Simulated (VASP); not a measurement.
# Fe (Fm-3m) in VASP: a series of runs

The runs below take Fe through single point, with PBE.

All numbers are computed with VASP 6.6.1; they aren't measurements. Logs are shortened: lines on timing, memory, paths and dates and some standing lists are left out, and cuts for length are marked.

## Step 1: The cell of the first run

Symmetry: Fm-3m, No. 225, cubic system. The conventional cell has a = 3.569 Å, b = 3.569 Å, c = 3.569 Å, α = 90.00°, β = 90.00°, γ = 90.00°. Fe (site symmetry m-3m) has 12 Fe at 2.52 Å within 3.3 Å.

## Step 2: Single point, PBE, collinear spin, ferromagnetic start

File INCAR:

```
SYSTEM = Fe
  PREC = Accurate
  ENCUT = 520
  EDIFF = 1E-7
  ISMEAR = -1
  SIGMA = 0.1
  LREAL = .FALSE.
  LASPH = .TRUE.
  NELM = 150
  ALGO = Normal
  ISIF = 2
  LWAVE = .FALSE.
  LCHARG = .TRUE.
  ISPIN = 2
  MAGMOM = 0.38
  LORBIT = 11
  NUPDOWN = 0.38
  LMAXMIX = 4
  GGA = PE
  LELF = .TRUE.
  LVHAR = .TRUE.
  NBANDS = 14
```

File KPOINTS:

```
Automatic mesh
0
G
  12 12 12
  0 0 0
```

File POSCAR:

```
Fe
1.0
    0.0000000000      1.7845000000      1.7845000000
    1.7845000000      0.0000000000      1.7845000000
    1.7845000000      1.7845000000      0.0000000000
Fe
1
Direct
    0.0000000000      0.0000000000      0.0000000000
```

Potentials or basis: VASP PAW PBE potentials, release 64 (Fe).

Command:

```
$ cat potpaw_PBE.64/Fe/POTCAR > POTCAR
$ mpirun -np 1 vasp_std > vasp.out
```

OUTCAR:

```text
SYSTEM = Fe
   PREC = Accurate
   ENCUT = 520
   EDIFF = 1E-7
   ISMEAR = -1
   LREAL = .FALSE.
   LASPH = .TRUE.
   NELM = 150
   ISIF = 2
   ISPIN = 2
   LORBIT = 11
   NUPDOWN = 0.38
   GGA = PE

 ion  position               nearest neighbor table
   1  0.000  0.000  0.000-

  LATTYP: Found a face centered cubic cell.
 ALAT       =     3.5690000000

  Lattice vectors:

 A1 = (   0.0000000000,   1.7845000000,   1.7845000000)
 A2 = (   1.7845000000,   0.0000000000,   1.7845000000)
 A3 = (   1.7845000000,   1.7845000000,   0.0000000000)

Analysis of symmetry for initial positions (statically):
=====================================================================
 Subroutine PRICEL returns:
 Original cell was already a primitive cell.

 Routine SETGRP: Setting up the symmetry group for a
 face centered cubic supercell.

 Subroutine GETGRP returns: Found 48 space group operations
[... 9 lines left out ...]

 Routine SETGRP: Setting up the symmetry group for a
 face centered cubic supercell.

 Subroutine GETGRP returns: Found 48 space group operations
 (whereof 48 operations were pure point group operations)
 out of a pool of 48 trial point group operations.

The dynamic configuration has the point symmetry O_h .

Analysis of structural, dynamic, and magnetic symmetry:
=====================================================================
 Subroutine PRICEL returns:
 Original cell was already a primitive cell.

 Routine SETGRP: Setting up the symmetry group for a
 face centered cubic supercell.

 Subroutine GETGRP returns: Found 48 space group operations
 (whereof 48 operations were pure point group operations)
 out of a pool of 48 trial point group operations.

The overall configuration has the point symmetry O_h .

 Subroutine INISYM returns: Found 48 space group operations
[... 5 lines left out ...]
                                     Primitive cell

  volume of cell :      11.3653

  direct lattice vectors                    reciprocal lattice vectors
     0.000000000  1.784500000  1.784500000    -0.280190530  0.280190530  0.280190530
     1.784500000  0.000000000  1.784500000     0.280190530 -0.280190530  0.280190530
     1.784500000  1.784500000  0.000000000     0.280190530  0.280190530 -0.280190530

  length of vectors
     2.523664102  2.523664102  2.523664102     0.485304233  0.485304233  0.485304233

  position of ions in fractional coordinates (direct lattice)
     0.000000000  0.000000000  0.000000000

  ion indices of the primitive-cell ions
   primitive index   ion index
                 1           1

----------------------------------------------------------------------------------------

 KPOINTS: Automatic mesh

Automatic generation of k-mesh.
 Grid dimensions read from file:
 generate k-points for:   12   12   12

 Generating k-lattice:

  Cartesian coordinates                     Fractional coordinates (reciprocal lattice)
    -0.023349211  0.023349211  0.023349211     0.083333333  0.000000000  0.000000000
     0.023349211 -0.023349211  0.023349211     0.000000000  0.083333333  0.000000000
     0.023349211  0.023349211 -0.023349211     0.000000000  0.000000000  0.083333333

  Length of vectors
     0.040442019  0.040442019  0.040442019

  Shift w.r.t. Gamma in fractional coordinates (k-lattice)
     0.000000000  0.000000000  0.000000000

 Subroutine IBZKPT returns following result:
 ===========================================

 Found     72 irreducible k-points:

 Following reciprocal coordinates:
            Coordinates               Weight
  0.000000  0.000000  0.000000      1.000000
  0.083333  0.000000  0.000000      8.000000
  0.166667  0.000000  0.000000      8.000000
  0.250000  0.000000  0.000000      8.000000
  0.333333  0.000000  0.000000      8.000000
  0.416667  0.000000  0.000000      8.000000
[... 16 lines left out ...]
  0.500000  0.166667  0.000000     24.000000
 -0.416667  0.166667  0.000000     24.000000
 [... further k-points ...]
   k-points           NKPTS =     72   k-points in BZ     NKDIM =     72   number of bands    NBANDS=     14
   number of dos      NEDOS =    301   number of ions     NIONS =      1
   total plane-waves  NPLWV =   8000
   dimension x,y,z NGX =    20 NGY =   20 NGZ =   20
   dimension x,y,z NGXF=    40 NGYF=   40 NGZF=   40
   ions per type =               1
   NGX,Y,Z   is equivalent  to a cutoff of  13.17, 13.17, 13.17 a.u.
   NGXF,Y,Z  is equivalent  to a cutoff of  26.35, 26.35, 26.35 a.u.
 SYSTEM =  Fe
   PREC   = accura    normal or accurate (medium, high low for compatibility)
   ISTART =      0    job   : 0-new  1-cont  2-samecut
   ICHARG =      2    charge: 1-file 2-atom 10-const
   ISPIN  =      2    spin polarized calculation?
   LNONCOLLINEAR =      F non collinear calculations
   LSORBIT =      F    spin-orbit coupling
   LASPH  =      T    aspherical Exc in radial PAW
   ENCUT  =  520.0 eV  38.22 Ry    6.18 a.u.   4.69  4.69  4.69*2*pi/ulx,y,z
   NELM   =    150;   NELMIN=  2; NELMDL= -5     # of ELM steps
   EDIFF  = 0.1E-06   stopping-criterion for ELM
   LREAL  =      F    real-space projection
   EDIFFG = 0.1E-05   stopping-criterion for IOM
   NSW    =      0    number of steps for IOM
   IBRION =     -1    ionic relax: 0-MD 1-quasi-New 2-CG
   NFREE  =      0    steps in history (QN), initial steepest desc. (CG)
   ISIF   =      2    stress and relaxation
   ISYM   =      2    0-nonsym 1-usesym 2-fastsym
   POTIM  = 0.5000    time-step for ionic-motion
   TEBEG  =    0.0;   TEEND  =   0.0 temperature during run
   PSTRESS=    0.0 pullay stress
   NELECT =       8.0000    total number of electrons
   NUPDOWN=       0.3800    fix difference up-down
   EMIN   =  10.00;   EMAX   =-10.00  energy-range for DOS
   EFERMI =   0.00;   METHOD = LEGACY
   ISMEAR =    -1;   SIGMA  =   0.10  broadening in eV -4-tet -1-fermi 0-gaus
   EFERMI_NEDOS =   21; number of points for ismear=-14 and -15
   IALGO  =     38    algorithm
   IMIX   =      4    mixing-type and parameters
     AMIX     =   0.40;   BMIX     =  1.00
     AMIX_MAG =   1.60;   BMIX_MAG =  1.00
  volume/ion in A,a.u.               =      11.37        76.70
  Fermi-wavevector in a.u.,A,eV,Ry     =   1.456280  2.751971 28.854583  2.120752
  Thomas-Fermi vector in A             =   2.573217
   LORBIT       =     11    0 simple, 1 ext, 2 COOP (PROOUT), +10 PAW based schemes
   GGA     = PE    functional components
   LHFCALC =     F    Hartree Fock is set to
   AEXX    =    0.0000 exact exchange contribution
   IVDW    =     0    specifies the selected vdW correction
   LEPSILON=     F    determine dielectric tensor
   LRPA    =     F    only Hartree local field effects (RPA)
 spin polarized calculation
  energy-cutoff  :      520.00
  volume of cell :       11.37
 maximum number of plane-waves:       331
   NGX =  9   NGY =  9   NGZ =  9

 number of electron       7.9999996 magnetization       0.3800000

 Free energy of the ion-electron system (eV)
  ---------------------------------------------------
  ext. energy  EPLUGINS =         0.00000000
  ---------------------------------------------------
  free energy    TOTEN  =        -8.03055668 eV

  energy without entropy =       -7.96849328  energy(sigma->0) =       -7.99952498

 E-fermi :   5.7793     XC(G=0): -13.1624

 val. band max:        5.7729498461   @ k =  -0.4167   0.3333   0.1667
 cond. band min:       5.6950427525   @ k =  -0.4167   0.4167   0.0833
 fundamental gap:     -0.0779070936
 Fermi energy:         5.6672078460

 spin component 1

 k-point     1 :       0.0000    0.0000    0.0000
  band No.  band energies     occupation
      1      -2.5686      1.00000
      2       4.2123      1.00000
      3       4.2123      1.00000
      4       4.2123      1.00000
      5       5.2779      0.98003
      6       5.2779      0.98003
      7      28.1674      0.00000
      8      32.8188      0.00000
      9      32.8188      0.00000
     10      32.8188      0.00000
     11      35.9255      0.00000
     12      35.9255      0.00000
     13      35.9255      0.00000
     14      38.0053      0.00000

 k-point     2 :       0.0833    0.0000    0.0000
  band No.  band energies     occupation
      1      -2.2975      1.00000
      2       4.1219      1.00000
      3       4.2828      1.00000
      4       4.2828      1.00000
      5       5.2480      0.98511
      6       5.2480      0.98511
      7      27.6047      0.00000
      8      30.3985      0.00000
      9      32.4373      0.00000
     10      32.4373      0.00000
     11      36.5328      0.00000
     12      36.5328      0.00000
     13      36.5899      0.00000
     14      40.5309      0.00000

 k-point     3 :       0.1667    0.0000    0.0000
  band No.  band energies     occupation
      1      -1.5207      1.00000
      2       3.9104      1.00000
      3       4.4037      1.00000
      4       4.4037      1.00000
      5       5.2486      0.98502
      6       5.2486      0.98502
      7      24.6133      0.00000
      8      29.1492      0.00000
      9      31.8024      0.00000
     10      31.8024      0.00000
     11      36.5666      0.00000
     12      37.2103      0.00000
     13      37.2103      0.00000
     14      41.9543      0.00000
[... 324 lines left out ...]
 k-point    23 :       0.5000    0.1667    0.0000
  band No.  band energies     occupation
      1       1.9091      1.00000
      2       3.3071      1.00000
      3       4.2424      1.00000
      4       4.4908      0.99999
      5       6.3804      0.00080
      6       8.4285      0.00000
      7      13.8531      0.00000
      8      23.6012      0.00000
      9      26.4571      0.00000
     10      28.1833      0.00000
     11      37.7093      0.00000
     12      37.8966      0.00000
     13      42.4906      0.00000
     14      45.2713      0.00000

 k-point    24 :      -0.4167    0.1667    0.0000
  band No.  band energies     occupation
      1       1.9836      1.00000
      2       3.3780      1.00000
      3       4.3220      1.00000
      4       4.4196      1.00000
      5       6.2019      0.00474
      6       8.8975      0.00000
      7      13.3035      0.00000
      8      22.7739      0.00000
      9      27.5567      0.00000
     10      28.2546      0.00000
     11      37.0993      0.00000
     12      37.2810      0.00000
     13      44.6582      0.00000
     14      47.2085      0.00000

 [... further k-points ...]

 spin component 2

 k-point     1 :       0.0000    0.0000    0.0000
  band No.  band energies     occupation
      1      -2.5380      1.00000
      2       4.3920      1.00000
      3       4.3920      1.00000
      4       4.3920      1.00000
      5       5.9934      0.10519
      6       5.9934      0.10519
      7      28.0850      0.00000
      8      32.9536      0.00000
      9      32.9536      0.00000
     10      32.9536      0.00000
     11      35.9618      0.00000
     12      35.9618      0.00000
     13      35.9618      0.00000
     14      37.8384      0.00000

 k-point     2 :       0.0833    0.0000    0.0000
  band No.  band energies     occupation
      1      -2.2667      1.00000
      2       4.2986      1.00000
      3       4.4650      1.00000
      4       4.4650      1.00000
      5       5.9594      0.14177
      6       5.9594      0.14177
      7      27.5609      0.00000
      8      30.4593      0.00000
      9      32.5639      0.00000
     10      32.5639      0.00000
     11      36.5465      0.00000
     12      36.5747      0.00000
     13      36.5747      0.00000
     14      40.4920      0.00000

 k-point     3 :       0.1667    0.0000    0.0000
  band No.  band energies     occupation
      1      -1.4888      1.00000
      2       4.0784      1.00000
      3       4.6224      0.99999
      4       4.6224      0.99999
      5       5.9197      0.19731
      6       5.9197      0.19730
      7      24.6671      0.00000
      8      29.1137      0.00000
      9      31.9225      0.00000
     10      31.9225      0.00000
     11      36.5132      0.00000
     12      37.2584      0.00000
     13      37.2584      0.00000
     14      42.1325      0.00000
[... 324 lines left out ...]
 k-point    23 :       0.5000    0.1667    0.0000
  band No.  band energies     occupation
      1       2.0361      1.00000
      2       3.7671      1.00000
      3       4.3891      1.00000
      4       4.9704      0.99969
      5       6.7959      0.00004
      6       8.6852      0.00000
      7      13.9842      0.00000
      8      23.6960      0.00000
      9      26.5760      0.00000
     10      28.2187      0.00000
     11      37.7557      0.00000
     12      37.9782      0.00000
     13      42.6181      0.00000
     14      45.3420      0.00000

 k-point    24 :      -0.4167    0.1667    0.0000
  band No.  band energies     occupation
      1       2.0981      1.00000
      2       3.8704      1.00000
      3       4.4538      1.00000
      4       4.9260      0.99980
      5       6.5795      0.00033
      6       9.1521      0.00000
      7      13.4434      0.00000
      8      22.8739      0.00000
      9      27.6859      0.00000
     10      28.2706      0.00000
     11      37.1812      0.00000
     12      37.3388      0.00000
     13      44.7506      0.00000
     14      47.2877      0.00000

 [... further k-points ...]
[... 5 lines left out ...]
  --------------------------------------------------------------------------------------
  -------------------------------------------------------------------------------------
  Total       -1.5269527     -1.5269527     -1.5269527      0.0000000      0.0000000      0.0000000
  in kB     -215.2566209   -215.2566209   -215.2566209      0.0000000      0.0000000      0.0000000
  external PRESSURE =    -215.2566209 kB  Pullay stress =       0.0000000 kB

 VOLUME and BASIS-vectors are now :
 -----------------------------------------------------------------------------
  energy-cutoff  :      520.00
  volume of cell :       11.37
      direct lattice vectors                 reciprocal lattice vectors
     0.000000000  1.784500000  1.784500000    -0.280190530  0.280190530  0.280190530
     1.784500000  0.000000000  1.784500000     0.280190530 -0.280190530  0.280190530
     1.784500000  1.784500000  0.000000000     0.280190530  0.280190530 -0.280190530

 POSITION                                       TOTAL-FORCE (eV/Angst)
 -----------------------------------------------------------------------------------
      0.00000      0.00000      0.00000         0.000000     -0.000000      0.000000
 -----------------------------------------------------------------------------------
    total drift:                                0.000000      0.000000      0.000000

  FREE ENERGIE OF THE ION-ELECTRON SYSTEM (eV)
  ---------------------------------------------------
  free  energy   TOTEN  =        -8.0305566767 eV

  energy  without entropy=       -7.9684932776  energy(sigma->0) =       -7.99952498

 total charge

# of ion       s       p       d       tot
------------------------------------------
    1        0.486   0.531   6.241   7.258

 magnetization (x)

# of ion       s       p       d       tot
------------------------------------------
    1       -0.002  -0.009   0.389   0.379
```

It took 26 s on 1 thread of Intel Xeon Platinum 8259CL at 2.50GHz (Skylake/Cascade Lake), shared host; peak memory 0.14 GiB.

What came out:

```yaml
Free_energy: -8.0306 eV
Pressure: -21.5 GPa
Net_moment: 0.38 μB per cell
Site_moments: Fe +0.38 μB
Valence_electrons_inside_the_program's_atomic_spheres: Fe 7.26
```

Caveat: the total moment is fixed, so each spin has its own Fermi level.

## Step 3: Single point, PBE, collinear spin, ferromagnetic start

File INCAR:

```
ALGO = Normal ; EDIFF = 1E-7
ENCUT = 520 ; GGA = PE
ISIF = 2 ; ISMEAR = -1
ISPIN = 2 ; LASPH = T
LCHARG = T ; LELF = T
LMAXMIX = 4 ; LORBIT = 11
LREAL = F ; LVHAR = T
LWAVE = F ; MAGMOM = 1.14
NBANDS = 14 ; NELM = 150
NUPDOWN = 1.14 ; PREC = Accurate
SIGMA = 0.1
```

File KPOINTS:

```
k-points
0
Gamma
  12 12 12
```

POSCAR is that of step 2.

Potentials or basis: VASP PAW PBE potentials, release 64 (Fe).

Command:

```
$ cat potpaw_PBE.64/Fe/POTCAR > POTCAR
$ mpirun -np 1 vasp_std > vasp.out
```

Run time: 27 s. Hardware: 1 thread of Intel Xeon Platinum 8259CL at 2.50GHz (Skylake/Cascade Lake), shared host; peak memory 0.14 GiB.

Results (log left out):

* Free energy: -8.0807 eV
* Pressure: -14.9 GPa
* Net moment: 1.14 μB per cell
* Site moments: Fe +1.14 μB
* Valence electrons inside the program's atomic spheres: Fe 7.26

Caveat: the total moment is fixed, so each spin has its own Fermi level.
